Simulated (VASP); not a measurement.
# CsSnI3 (Pm-3m) in VASP: single point with PBEsol

Aim: the single point of CsSnI3 with PBEsol.

All numbers are computed with VASP 6.6.1; they aren't measurements. Logs are shortened: lines on timing, memory, paths and dates and some standing lists are left out, and cuts for length are marked.

## 1. The cell of the first run

It takes space group Pm-3m (No. 221, cubic). Conventional cell: a = 5.709 Å, b = 5.709 Å, c = 5.709 Å, α = 90.00°, β = 90.00°, γ = 90.00°. Within 5.3 Å of Cs (site symmetry m-3m) lie 12 I at 4.04 Å and 8 Sn at 4.94 Å. Sn (site symmetry m-3m) has 6 I at 2.85 Å within 3.8 Å. I (site symmetry 4/mmm) has 2 Sn at 2.85 Å within 3.8 Å.

## 2. Single point, PBEsol (strain -0.080 along x and y, -0.080 along z)

The input, INCAR:

```
PREC = Accurate ; ENCUT = 520
EDIFF = 1E-7 ; ISMEAR = 0
SIGMA = 0.03 ; LREAL = F
LASPH = T ; NELM = 100
ALGO = Normal ; ISIF = 2
LWAVE = F ; LCHARG = F
GGA = PS ; NBANDS = 30
```

The input, KPOINTS:

```
Automatic mesh
0
Gamma
  6 6 6
```

The input, POSCAR:

```
CsSnI3
1.0
    5.7092440000      0.0000000000      0.0000000000
    0.0000000000      5.7092440000      0.0000000000
    0.0000000000      0.0000000000      5.7092440000
Cs Sn I
1 1 3
Direct
    0.0000000000      0.0000000000      0.0000000000
    0.5000000000      0.5000000000      0.5000000000
    0.0000000000      0.5000000000      0.5000000000
    0.5000000000      0.0000000000      0.5000000000
    0.5000000000      0.5000000000      0.0000000000
```

Potentials or basis: VASP PAW PBE potentials, release 64 (Cs_sv, Sn_d, I).

Run with:

```console
$ cat potpaw_PBE.64/Cs_sv/POTCAR potpaw_PBE.64/Sn_d/POTCAR potpaw_PBE.64/I/POTCAR > POTCAR
$ mpirun -np 1 vasp_std > vasp.out
```

OUTCAR:

```text
PREC = Accurate
   ENCUT = 520
   EDIFF = 1E-7
   ISMEAR = 0
   LREAL = F
   LASPH = T
   NELM = 100
   ISIF = 2
   GGA = PS

 ion  position               nearest neighbor table
   1  0.000  0.000  0.000-
   2  0.500  0.500  0.500-   3 2.85   4 2.85   5 2.85   5 2.85   4 2.85   3 2.85
   3  0.000  0.500  0.500-   2 2.85   2 2.85
   4  0.500  0.000  0.500-   2 2.85   2 2.85
   5  0.500  0.500  0.000-   2 2.85   2 2.85

  LATTYP: Found a simple cubic cell.
 ALAT       =     5.7092440000

  Lattice vectors:

 A1 = (   5.7092440000,   0.0000000000,   0.0000000000)
 A2 = (   0.0000000000,   5.7092440000,   0.0000000000)
 A3 = (   0.0000000000,   0.0000000000,   5.7092440000)

Analysis of symmetry for initial positions (statically):
=====================================================================
 Subroutine PRICEL returns:
 Original cell was already a primitive cell.

 Routine SETGRP: Setting up the symmetry group for a
 simple cubic supercell.

 Subroutine GETGRP returns: Found 48 space group operations
 (whereof 48 operations were pure point group operations)
 out of a pool of 48 trial point group operations.

The static configuration has the point symmetry O_h .

Analysis of symmetry for dynamics (positions and initial velocities):
=====================================================================
 Subroutine PRICEL returns:
 Original cell was already a primitive cell.

 Routine SETGRP: Setting up the symmetry group for a
 simple cubic supercell.

 Subroutine GETGRP returns: Found 48 space group operations
 (whereof 48 operations were pure point group operations)
 out of a pool of 48 trial point group operations.

The dynamic configuration has the point symmetry O_h .

 Subroutine INISYM returns: Found 48 space group operations
 (whereof 48 operations are pure point group operations),
 and found     1 'primitive' translations

----------------------------------------------------------------------------------------

                                     Primitive cell

  volume of cell :     186.0955

  direct lattice vectors                    reciprocal lattice vectors
     5.709244000  0.000000000  0.000000000     0.175154539  0.000000000  0.000000000
     0.000000000  5.709244000  0.000000000     0.000000000  0.175154539  0.000000000
     0.000000000  0.000000000  5.709244000     0.000000000  0.000000000  0.175154539

  length of vectors
     5.709244000  5.709244000  5.709244000     0.175154539  0.175154539  0.175154539

  position of ions in fractional coordinates (direct lattice)
     0.000000000  0.000000000  0.000000000
     0.500000000  0.500000000  0.500000000
     0.000000000  0.500000000  0.500000000
     0.500000000  0.000000000  0.500000000
     0.500000000  0.500000000  0.000000000

  ion indices of the primitive-cell ions
   primitive index   ion index
                 1           1
                 2           2
                 3           3
                 4           4
                 5           5

----------------------------------------------------------------------------------------

 KPOINTS: Automatic mesh

Automatic generation of k-mesh.
 Grid dimensions read from file:
 generate k-points for:    6    6    6

 Generating k-lattice:

  Cartesian coordinates                     Fractional coordinates (reciprocal lattice)
     0.029192423  0.000000000  0.000000000     0.166666667  0.000000000  0.000000000
     0.000000000  0.029192423  0.000000000     0.000000000  0.166666667  0.000000000
     0.000000000  0.000000000  0.029192423     0.000000000  0.000000000  0.166666667

  Length of vectors
     0.029192423  0.029192423  0.029192423

  Shift w.r.t. Gamma in fractional coordinates (k-lattice)
     0.000000000  0.000000000  0.000000000

 Subroutine IBZKPT returns following result:
 ===========================================

 Found     20 irreducible k-points:

 Following reciprocal coordinates:
            Coordinates               Weight
  0.000000  0.000000  0.000000      1.000000
  0.166667  0.000000  0.000000      6.000000
  0.333333  0.000000  0.000000      6.000000
  0.500000  0.000000  0.000000      3.000000
  0.166667  0.166667  0.000000     12.000000
  0.333333  0.166667  0.000000     24.000000
[... 12 lines left out ...]
  0.500000  0.500000  0.333333      6.000000
  0.500000  0.500000  0.500000      1.000000
   k-points           NKPTS =     20   k-points in BZ     NKDIM =     20   number of bands    NBANDS=     30
   number of dos      NEDOS =    301   number of ions     NIONS =      5
   total plane-waves  NPLWV =  74088
   dimension x,y,z NGX =    42 NGY =   42 NGZ =   42
   dimension x,y,z NGXF=    84 NGYF=   84 NGZF=   84
   ions per type =               1   1   3
   NGX,Y,Z   is equivalent  to a cutoff of  12.23, 12.23, 12.23 a.u.
   NGXF,Y,Z  is equivalent  to a cutoff of  24.46, 24.46, 24.46 a.u.
 SYSTEM =  unknown system
   PREC   = accura    normal or accurate (medium, high low for compatibility)
   ISTART =      0    job   : 0-new  1-cont  2-samecut
   ICHARG =      2    charge: 1-file 2-atom 10-const
   ISPIN  =      1    spin polarized calculation?
   LNONCOLLINEAR =      F non collinear calculations
   LSORBIT =      F    spin-orbit coupling
   LASPH  =      T    aspherical Exc in radial PAW
   ENCUT  =  520.0 eV  38.22 Ry    6.18 a.u.  10.62 10.62 10.62*2*pi/ulx,y,z
   NELM   =    100;   NELMIN=  2; NELMDL= -5     # of ELM steps
   EDIFF  = 0.1E-06   stopping-criterion for ELM
   LREAL  =      F    real-space projection
   EDIFFG = 0.1E-05   stopping-criterion for IOM
   NSW    =      0    number of steps for IOM
   IBRION =     -1    ionic relax: 0-MD 1-quasi-New 2-CG
   NFREE  =      0    steps in history (QN), initial steepest desc. (CG)
   ISIF   =      2    stress and relaxation
   ISYM   =      2    0-nonsym 1-usesym 2-fastsym
   POTIM  = 0.5000    time-step for ionic-motion
   TEBEG  =    0.0;   TEEND  =   0.0 temperature during run
   PSTRESS=    0.0 pullay stress
   NELECT =      44.0000    total number of electrons
   NUPDOWN=      -1.0000    fix difference up-down
   EMIN   =  10.00;   EMAX   =-10.00  energy-range for DOS
   EFERMI =   0.00;   METHOD = LEGACY
   ISMEAR =     0;   SIGMA  =   0.03  broadening in eV -4-tet -1-fermi 0-gaus
   EFERMI_NEDOS =   21; number of points for ismear=-14 and -15
   IALGO  =     38    algorithm
   IMIX   =      4    mixing-type and parameters
     AMIX     =   0.40;   BMIX     =  1.00
     AMIX_MAG =   1.60;   BMIX_MAG =  1.00
  volume/ion in A,a.u.               =      37.22       251.17
  Fermi-wavevector in a.u.,A,eV,Ry     =   1.012311  1.912990 13.942880  1.024773
  Thomas-Fermi vector in A             =   2.145412
   LORBIT       =      0    0 simple, 1 ext, 2 COOP (PROOUT), +10 PAW based schemes
   GGA     = PS    functional components
   LHFCALC =     F    Hartree Fock is set to
   AEXX    =    0.0000 exact exchange contribution
   IVDW    =     0    specifies the selected vdW correction
   LEPSILON=     F    determine dielectric tensor
   LRPA    =     F    only Hartree local field effects (RPA)
 non-spin polarized calculation
 Gauss-broadening in eV      SIGMA  =   0.03
  energy-cutoff  :      520.00
  volume of cell :      186.10
 maximum number of plane-waves:      5056
   NGX = 21   NGY = 21   NGZ = 21

 number of electron      44.0000000 magnetization

 Free energy of the ion-electron system (eV)
  ---------------------------------------------------
  ext. energy  EPLUGINS =         0.00000000
  ---------------------------------------------------
  free energy    TOTEN  =       -14.32989065 eV

  energy without entropy =      -14.32967608  energy(sigma->0) =      -14.32978336

 E-fermi :   5.3332     XC(G=0):  -8.7897

 val. band max:        5.2514722434   @ k =   0.5000   0.5000   0.3333
 cond. band min:       5.3423453903   @ k =   0.5000   0.5000   0.5000
 fundamental gap:      0.0908731469
 Fermi energy:         5.3332150806

 k-point     1 :       0.0000    0.0000    0.0000
  band No.  band energies     occupation
      1     -17.2588      2.00000
      2     -16.8850      2.00000
      3     -16.8850      2.00000
      4     -16.8057      2.00000
      5     -16.8057      2.00000
      6     -16.8057      2.00000
[... 22 lines left out ...]
     29      10.7252      0.00000
     30      10.7252      0.00000

 k-point     2 :       0.1667    0.0000    0.0000
  band No.  band energies     occupation
      1     -17.2582      2.00000
      2     -16.8850      2.00000
      3     -16.8833      2.00000
      4     -16.8060      2.00000
      5     -16.8060      2.00000
      6     -16.8057      2.00000
[... 22 lines left out ...]
     29       9.9124      0.00000
     30      10.2438      0.00000

 k-point     3 :       0.3333    0.0000    0.0000
  band No.  band energies     occupation
      1     -17.2570      2.00000
      2     -16.8850      2.00000
      3     -16.8798      2.00000
      4     -16.8064      2.00000
      5     -16.8064      2.00000
      6     -16.8057      2.00000
[... 22 lines left out ...]
     29       9.0819      0.00000
     30       9.4197      0.00000

 k-point     4 :       0.5000    0.0000    0.0000
  band No.  band energies     occupation
      1     -17.2565      2.00000
      2     -16.8850      2.00000
      3     -16.8780      2.00000
      4     -16.8066      2.00000
      5     -16.8066      2.00000
      6     -16.8057      2.00000
[... 22 lines left out ...]
     29      10.3017      0.00000
     30      10.3073      0.00000

 k-point     5 :       0.1667    0.1667    0.0000
  band No.  band energies     occupation
      1     -17.2577      2.00000
      2     -16.8842      2.00000
      3     -16.8824      2.00000
      4     -16.8062      2.00000
      5     -16.8060      2.00000
      6     -16.8060      2.00000
[... 22 lines left out ...]
     29       9.6775      0.00000
     30       9.8956      0.00000
[... 394 lines left out ...]
     29       9.5765      0.00000
     30      10.1034      0.00000

 k-point    18 :       0.5000    0.3333    0.3333
  band No.  band energies     occupation
      1     -17.2537      2.00000
      2     -16.8770      2.00000
      3     -16.8753      2.00000
      4     -16.8073      2.00000
      5     -16.8072      2.00000
      6     -16.8070      2.00000
[... 22 lines left out ...]
     29       9.1987      0.00000
     30       9.6487      0.00000

 k-point    19 :       0.5000    0.5000    0.3333
  band No.  band energies     occupation
      1     -17.2533      2.00000
      2     -16.8762      2.00000
      3     -16.8744      2.00000
      4     -16.8074      2.00000
      5     -16.8073      2.00000
      6     -16.8073      2.00000
[... 22 lines left out ...]
     29       9.0551      0.00000
     30       9.8824      0.00000

 k-point    20 :       0.5000    0.5000    0.5000
  band No.  band energies     occupation
      1     -17.2528      2.00000
      2     -16.8743      2.00000
      3     -16.8743      2.00000
      4     -16.8075      2.00000
      5     -16.8075      2.00000
      6     -16.8075      2.00000
[... 22 lines left out ...]
     29       8.6957      0.00000
     30      10.1428      0.00000

------------------------ aborting loop because EDIFF is reached ----------------------------------------

  FORCE on cell =-STRESS in cart. coord.  units (eV):
  Direction    XX          YY          ZZ          XY          YZ          ZX
  --------------------------------------------------------------------------------------
  -------------------------------------------------------------------------------------
  Total        7.6049081      7.6049081      7.6049081      0.0000000      0.0000000     -0.0000000
  in kB       65.4739795     65.4739795     65.4739795      0.0000000      0.0000000     -0.0000000
  external PRESSURE =      65.4739795 kB  Pullay stress =       0.0000000 kB

 VOLUME and BASIS-vectors are now :
 -----------------------------------------------------------------------------
  energy-cutoff  :      520.00
  volume of cell :      186.10
      direct lattice vectors                 reciprocal lattice vectors
     5.709244000  0.000000000  0.000000000     0.175154539  0.000000000  0.000000000
     0.000000000  5.709244000  0.000000000     0.000000000  0.175154539  0.000000000
     0.000000000  0.000000000  5.709244000     0.000000000  0.000000000  0.175154539

 POSITION                                       TOTAL-FORCE (eV/Angst)
 -----------------------------------------------------------------------------------
      0.00000      0.00000      0.00000         0.000000      0.000000      0.000000
      2.85462      2.85462      2.85462         0.000000      0.000000      0.000000
      0.00000      2.85462      2.85462         0.000000      0.000000      0.000000
      2.85462      0.00000      2.85462         0.000000      0.000000      0.000000
      2.85462      2.85462      0.00000         0.000000      0.000000      0.000000
 -----------------------------------------------------------------------------------
    total drift:                                0.000000     -0.000000     -0.000000

  FREE ENERGIE OF THE ION-ELECTRON SYSTEM (eV)
  ---------------------------------------------------
  free  energy   TOTEN  =       -14.3298906463 eV

  energy  without entropy=      -14.3296760831  energy(sigma->0) =      -14.32978336
```

Run time: 55 s. Hardware: 1 thread of AMD EPYC 9R45 (Zen 5), shared host; peak memory 0.29 GiB.

Results:

```yaml
Free_energy: -14.3299 eV
Pressure: 6.5 GPa
Band_gap_on_the_k_mesh: zero (filled and empty bands touch)
```

Caveat: the cell differs from its parent crystal (strain -0.080 along x and y, -0.080 along z); the PAW data sets were made with another functional, which shifts forces and pressure a little; spin-orbit coupling is left out, which moves the levels of the heavy elements.
